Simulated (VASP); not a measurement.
Runs of VASP 6.6.1 on CoO. The structure is that of space group R-3m (No. 166), or close to it. The cells are those of the table. 

| cell | k mesh | smearing | gap on the mesh (eV) | pressure (GPa) | moment (μB) |
| --- | --- | --- | --- | --- | --- |
| a = 2.910 Å, angles 64.2°, 2 atoms | 12 × 12 × 12 | gaussian 0.15 eV | none | -0.6 | (a) |
| a = 2.826 Å, angles 65.5°, 2 atoms | 18 × 18 × 18 | gaussian 0.1 eV | none | (b) | 2.62 |
| a = 2.868 Å, angles 64.9°, 2 atoms | 18 × 18 × 18 | gaussian 0.1 eV | none | 4.3 | 2.75 |
| a = 2.910 Å, angles 64.2°, 2 atoms | 18 × 18 × 18 | gaussian 0.1 eV | none | -0.6 | 2.85 |

Alike in all rows: task single point; level PBE; potentials or basis VASP PAW PBE potentials, release 64 (Co, O); spin collinear, ferromagnetic start; cutoff (eV) 520.

**Question.** Fill in the values left out.

**Answer.** (a) 2.83; (b) 9.8.

Caveats: a cell with one magnetic atom can't hold antiferromagnetic order, which such compounds often take; semilocal functionals often make such compounds metallic where correlation or magnetic order opens a gap, which also shifts bond lengths.

A gap of «none» marks levels without a gap at the run's occupations.
